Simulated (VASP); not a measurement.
# NaCaScS3O12 (R3c) in VASP: electric field gradients with PBE

Aim: the electric field gradients of NaCaScS3O12 with PBE.

All numbers are computed with VASP 6.6.1; they aren't measurements. Logs are shortened: lines on timing, memory, paths and dates and some standing lists are left out, and cuts for length are marked.

**1. The cell of the first run**

The structure is trigonal, space group R3c (No. 161). Conventional cell: a = 8.972 Å, b = 8.972 Å, c = 23.842 Å, α = 90.00°, β = 90.00°, γ = 120.00°. Na (site symmetry 3) has 12 O at 2.68 to 3.71 Å and 1 Ca at 3.52 Å and 1 Sc at 3.61 Å and 6 S at 3.71 to 3.78 Å within 3.8 Å. Within 2.9 Å of Ca (site symmetry 3) lie 6 O at 2.21 to 2.27 Å. Sc (site symmetry 3) has 6 O at 2.13 to 2.19 Å within 2.8 Å. S (site symmetry 1) has 4 O at 1.46 to 1.51 Å within 1.9 Å. O (site symmetry 1) has 1 S at 1.46 Å within 1.9 Å. O (site symmetry 1) has 1 S at 1.51 Å within 2.0 Å. Within 2.0 Å of O (site symmetry 1) lie 1 S at 1.47 Å. O (site symmetry 1) has 1 S at 1.51 Å within 2.0 Å.

**2. Electric field gradients, PBE**

INCAR

```
SYSTEM = NaCaScS3O12
ALGO = Normal
EDIFF = 1E-8
ENCUT = 520
GGA = PE
ISIF = 2
ISMEAR = -1
LASPH = .TRUE.
LCHARG = .FALSE.
LEFG = .TRUE.
LREAL = Auto
LWAVE = .FALSE.
NBANDS = 142
NELM = 100
PREC = Accurate
SIGMA = 0.02
```

KPOINTS

```
k-points
0
G
  3 3 3
  0 0 0
```

POSCAR

```
NaCaScS3O12
1.0
    4.4861765342      2.5900952296      7.9471902267
   -4.4861765342      2.5900952296      7.9471902267
    0.0000000000     -5.1801904593      7.9471902267
Na Ca Sc S O
2 2 2 6 24
Direct
    0.4991378100      0.4991378100      0.4991378100
    0.9991378100      0.9991378100      0.9991378100
    0.3513476200      0.3513476200      0.3513476200
    0.8513476200      0.8513476200      0.8513476200
    0.6505195700      0.6505195700      0.6505195700
    0.1505195700      0.1505195700      0.1505195700
    0.5411168500      0.9505521000      0.2592708000
    0.9505521000      0.2592708000      0.5411168500
    0.2592708000      0.5411168500      0.9505521000
    0.0411168500      0.7592708000      0.4505521000
    0.7592708000      0.4505521000      0.0411168500
    0.4505521000      0.0411168500      0.7592708000
    0.5127020800      0.1009360800      0.2886792500
    0.1009360800      0.2886792500      0.5127020800
    0.2886792500      0.5127020800      0.1009360800
    0.0127020800      0.7886792500      0.6009360800
    0.7886792500      0.6009360800      0.0127020800
    0.6009360800      0.0127020800      0.7886792500
    0.4887111300      0.8828519900      0.7263517900
    0.8828519900      0.7263517900      0.4887111300
    0.7263517900      0.4887111300      0.8828519900
    0.9887111300      0.2263517900      0.3828519900
    0.2263517900      0.3828519900      0.9887111300
    0.3828519900      0.9887111300      0.2263517900
    0.4197887800      0.2089260700      0.6036861700
    0.2089260700      0.6036861700      0.4197887800
    0.6036861700      0.4197887800      0.2089260700
    0.9197887800      0.1036861700      0.7089260700
    0.1036861700      0.7089260700      0.9197887800
    0.7089260700      0.9197887800      0.1036861700
    0.5580533000      0.7821482400      0.4252204000
    0.7821482400      0.4252204000      0.5580533000
    0.4252204000      0.5580533000      0.7821482400
    0.0580533000      0.9252204000      0.2821482400
    0.9252204000      0.2821482400      0.0580533000
    0.2821482400      0.0580533000      0.9252204000
```

Potentials or basis: VASP PAW PBE potentials, release 64 (Na_pv, Ca_sv, Sc_sv, S, O).

Run with:

```
> cat potpaw_PBE.64/Na_pv/POTCAR potpaw_PBE.64/Ca_sv/POTCAR potpaw_PBE.64/Sc_sv/POTCAR potpaw_PBE.64/S/POTCAR potpaw_PBE.64/O/POTCAR > POTCAR
> mpirun -np 1 vasp_std > vasp.out
```

OUTCAR:

```text
SYSTEM = NaCaScS3O12
   EDIFF = 1E-8
   ENCUT = 520
   GGA = PE
   ISIF = 2
   ISMEAR = -1
   LASPH = .TRUE.
   LREAL = Auto
   NELM = 100
   PREC = Accurate

 ion  position               nearest neighbor table
   1  0.499  0.499  0.499-
   2  0.999  0.999  0.999-
   3  0.351  0.351  0.351-  14 2.21  15 2.21  13 2.21  27 2.27  25 2.27  26 2.27
   4  0.851  0.851  0.851-  17 2.21  16 2.21  18 2.21  28 2.27  30 2.27  29 2.27
   5  0.651  0.651  0.651-  20 2.13  21 2.13  19 2.13  33 2.19  31 2.19  32 2.19
   6  0.151  0.151  0.151-  23 2.13  22 2.13  24 2.13  34 2.19  36 2.19  35 2.19
   7  0.541  0.951  0.259-  13 1.46  30 1.47  31 1.51  24 1.51
   8  0.951  0.259  0.541-  14 1.46  28 1.47  32 1.51  22 1.51
   9  0.259  0.541  0.951-  15 1.46  29 1.47  33 1.51  23 1.51
  10  0.041  0.759  0.451-  16 1.46  26 1.47  34 1.51  20 1.51
  11  0.759  0.451  0.041-  17 1.46  27 1.47  35 1.51  21 1.51
  12  0.451  0.041  0.759-  18 1.46  25 1.47  36 1.51  19 1.51
  13  0.513  0.101  0.289-   7 1.46   3 2.21
  14  0.101  0.289  0.513-   8 1.46   3 2.21
  15  0.289  0.513  0.101-   9 1.46   3 2.21
  16  0.013  0.789  0.601-  10 1.46   4 2.21
  17  0.789  0.601  0.013-  11 1.46   4 2.21
  18  0.601  0.013  0.789-  12 1.46   4 2.21
[... 16 lines left out ...]
  35  0.925  0.282  0.058-  11 1.51   6 2.19
  36  0.282  0.058  0.925-  12 1.51   6 2.19

  LATTYP: Found a trigonal (rhomboedric) cell.
 ALAT       =     9.4864221756
 COS(alpha) =     0.5527217109

  Lattice vectors:

 A1 = (   4.4861765342,   2.5900952296,   7.9471902267)
 A2 = (  -4.4861765342,   2.5900952296,   7.9471902267)
 A3 = (   0.0000000000,  -5.1801904593,   7.9471902267)

Analysis of symmetry for initial positions (statically):
=====================================================================
 Subroutine PRICEL returns:
 Original cell was already a primitive cell.

 Routine SETGRP: Setting up the symmetry group for a
 trigonal (rhombohedral) supercell.

 Subroutine GETGRP returns: Found  6 space group operations
 (whereof  3 operations were pure point group operations)
 out of a pool of 12 trial point group operations.

The static configuration has the point symmetry C_3 .
 The point group associated with its full space group is C_3v.

[... 1016 lines left out ...]
------------------------ aborting loop because EDIFF is reached ----------------------------------------

  FORCE on cell =-STRESS in cart. coord.  units (eV):
  Direction    XX          YY          ZZ          XY          YZ          ZX
  --------------------------------------------------------------------------------------
  -------------------------------------------------------------------------------------
  Total        0.3430437      0.3430437     -1.6100381     -0.0000000      0.0000000      0.0000000
  in kB        0.9919804      0.9919804     -4.6557516     -0.0000000      0.0000000      0.0000000
  external PRESSURE =      -0.8905969 kB  Pullay stress =       0.0000000 kB

 VOLUME and BASIS-vectors are now :
 -----------------------------------------------------------------------------
  energy-cutoff  :      520.00
  volume of cell :      554.06
      direct lattice vectors                 reciprocal lattice vectors
     4.486176534  2.590095230  7.947190227     0.111453483  0.064347698  0.041943545
    -4.486176534  2.590095230  7.947190227    -0.111453483  0.064347698  0.041943545
     0.000000000 -5.180190459  7.947190227     0.000000000 -0.128695397  0.041943545

 POSITION                                       TOTAL-FORCE (eV/Angst)
 -----------------------------------------------------------------------------------
      0.00000     -0.00000     11.90023        -0.000000     -0.000000      0.043056
      0.00000     -0.00000     23.82101        -0.000000     -0.000000      0.043056
      0.00000     -0.00000      8.37668        -0.000000     -0.000000      0.121563
      0.00000     -0.00000     20.29746        -0.000000     -0.000000      0.121563
      0.00000     -0.00000     15.50941        -0.000000      0.000000     -0.043044
      0.00000     -0.00000      3.58862        -0.000000      0.000000     -0.043044
[... 28 lines left out ...]
      2.88494      2.82647     10.05655         0.136352      0.074869     -0.150127
      1.00533     -3.91166     10.05655        -0.003338     -0.155519     -0.150127
 -----------------------------------------------------------------------------------
    total drift:                                0.000000     -0.000000     -0.013987

  FREE ENERGIE OF THE ION-ELECTRON SYSTEM (eV)
  ---------------------------------------------------
  free  energy   TOTEN  =      -236.5843174625 eV

  energy  without entropy=     -236.5843174625  energy(sigma->0) =     -236.58431746

 Electric field gradients (V/A^2)
---------------------------------------------------------------------
 ion       V_xx      V_yy      V_zz      V_xy      V_xz      V_yz
---------------------------------------------------------------------
   1       3.515     3.515    -7.030    -0.000    -0.000     0.000
   2       3.515     3.515    -7.030     0.000     0.000     0.000
   3      -1.223    -1.223     2.446     0.000     0.000     0.000
   4      -1.223    -1.223     2.446    -0.000    -0.000     0.000
   5       4.786     4.786    -9.573     0.000     0.000     0.000
   6       4.786     4.786    -9.573    -0.000    -0.000     0.000
[... 28 lines left out ...]
  35     135.802   -82.711   -53.091   -17.360    31.039    -5.639
  36     -13.049    66.140   -53.091   103.299   -20.404   -24.061
---------------------------------------------------------------------

 Electric field gradients after diagonalization (V/A^2)
 (convention: |V_zz| > |V_xx| > |V_yy|)
----------------------------------------------------------------------
 ion       V_xx      V_yy      V_zz     asymmetry (V_yy - V_xx)/ V_zz
----------------------------------------------------------------------
   1       3.515     3.515    -7.030       0.000
   2       3.515     3.515    -7.030       0.000
   3      -1.223    -1.223     2.446       0.000
   4      -1.223    -1.223     2.446       0.000
   5       4.786     4.786    -9.573       0.000
   6       4.786     4.786    -9.573       0.000
[... 28 lines left out ...]
  35     -84.457   -57.760   142.218       0.188
  36     -84.457   -57.760   142.218       0.188
----------------------------------------------------------------------

           NMR quadrupolar parameters

 Cq : quadrupolar parameter    Cq=e*Q*V_zz/h
 eta: asymmetry parameters     (V_yy - V_xx)/ V_zz
 Q  : nuclear electric quadrupole moment in mb (millibarn)
----------------------------------------------------------------------
 ion       Cq(MHz)       eta       Q (mb)
----------------------------------------------------------------------
   1      -0.017       0.000       1.000
   2      -0.017       0.000       1.000
   3       0.006       0.000       1.000
   4       0.006       0.000       1.000
   5      -0.023       0.000       1.000
   6      -0.023       0.000       1.000
[... 28 lines left out ...]
  35       0.344       0.188       1.000
  36       0.344       0.188       1.000
----------------------------------------------------------------------
```

It took 23 min on 1 thread of AMD EPYC 7R13 (Zen 3), shared host; peak memory 0.92 GiB.

What came out:

| Property | Result |
| --- | --- |
| Free energy | -236.5843 eV |
| Pressure | -0.1 GPa |
| Largest force | 0.216 eV/Å |
| Band gap on the k mesh | 3.85 eV |
| Largest electric field gradient by atom | Na -7.0; Ca +2.4; Sc -9.6; S -24.4; O +127.9, +145.5, +134.0, +142.2 (each value once) V/Å² |

Forces on the atoms (eV/Å):
```
Na   0.000  0.000  0.043
Na   0.000  0.000  0.043
Ca   0.000  0.000  0.122
Ca   0.000  0.000  0.122
Sc   0.000  0.000 -0.043
Sc   0.000  0.000 -0.043
S    0.051 -0.026 -0.034
S   -0.048 -0.031 -0.034
S   -0.003  0.057 -0.034
S    0.003  0.057 -0.034
S    0.048 -0.031 -0.034
S   -0.051 -0.026 -0.034
O    0.040 -0.031  0.098
O   -0.047 -0.019  0.098
O    0.007  0.050  0.098
O   -0.007  0.050  0.098
O    0.047 -0.019  0.098
O   -0.040 -0.031  0.098
O   -0.020 -0.098 -0.082
O   -0.075  0.066 -0.082
O    0.094  0.032 -0.082
O   -0.094  0.032 -0.082
O    0.075  0.066 -0.082
O    0.020 -0.098 -0.082
O   -0.077 -0.075  0.128
O   -0.026  0.105  0.128
O    0.104 -0.029  0.128
O   -0.104 -0.029  0.128
O    0.026  0.105  0.128
O    0.077 -0.075  0.128
O    0.003 -0.156 -0.150
O   -0.136  0.075 -0.150
O    0.133  0.081 -0.150
O   -0.133  0.081 -0.150
O    0.136  0.075 -0.150
O   -0.003 -0.156 -0.150
```

Stress tensor (GPa, compression positive):
```
 0.10  0.00  0.00
 0.00  0.10  0.00
 0.00  0.00 -0.47
```

Levels at points of the mesh, in eV from the valence-band top:
```
           k point  band 114  band 115  band 116  band 117  band 118  band 119  band 120  band 121  band 122  band 123
(0.00, 0.00, 0.00)     -0.37     -0.22     -0.22     -0.14      0.00      3.85      3.92      3.92      3.97      4.11
```

Electric field gradients, principal values (V/Å²):
```
atom    least   middle  greatest (by size)
1 Na    3.515    3.515              -7.030
2 Na    3.515    3.515              -7.030
3 Ca   -1.223   -1.223               2.446
4 Ca   -1.223   -1.223               2.446
5 Sc    4.786    4.786              -9.573
6 Sc    4.786    4.786              -9.573
 7 S    5.186   19.259             -24.445
 8 S    5.186   19.259             -24.445
 9 S    5.186   19.259             -24.445
10 S    5.186   19.259             -24.445
11 S    5.186   19.259             -24.445
12 S    5.186   19.259             -24.445
13 O  -59.874  -68.073             127.946
14 O  -59.874  -68.073             127.946
15 O  -59.874  -68.073             127.946
16 O  -59.874  -68.073             127.946
17 O  -59.874  -68.073             127.946
18 O  -59.874  -68.073             127.946
19 O  -68.833  -76.655             145.489
20 O  -68.833  -76.655             145.489
21 O  -68.833  -76.655             145.489
22 O  -68.833  -76.655             145.489
23 O  -68.833  -76.655             145.489
24 O  -68.833  -76.655             145.489
25 O  -61.014  -73.008             134.022
26 O  -61.014  -73.008             134.022
27 O  -61.014  -73.008             134.022
28 O  -61.014  -73.008             134.022
29 O  -61.014  -73.008             134.022
30 O  -61.014  -73.008             134.022
31 O  -57.760  -84.457             142.218
32 O  -57.760  -84.457             142.218
33 O  -57.760  -84.457             142.218
34 O  -57.760  -84.457             142.218
35 O  -57.760  -84.457             142.218
36 O  -57.760  -84.457             142.218
```

Caveat: without QUAD_EFG the Cq values of the log hold for a quadrupole moment of 1 mb, not for the nuclei; an odd mesh through Γ misses points on the zone boundary, where band edges can lie.
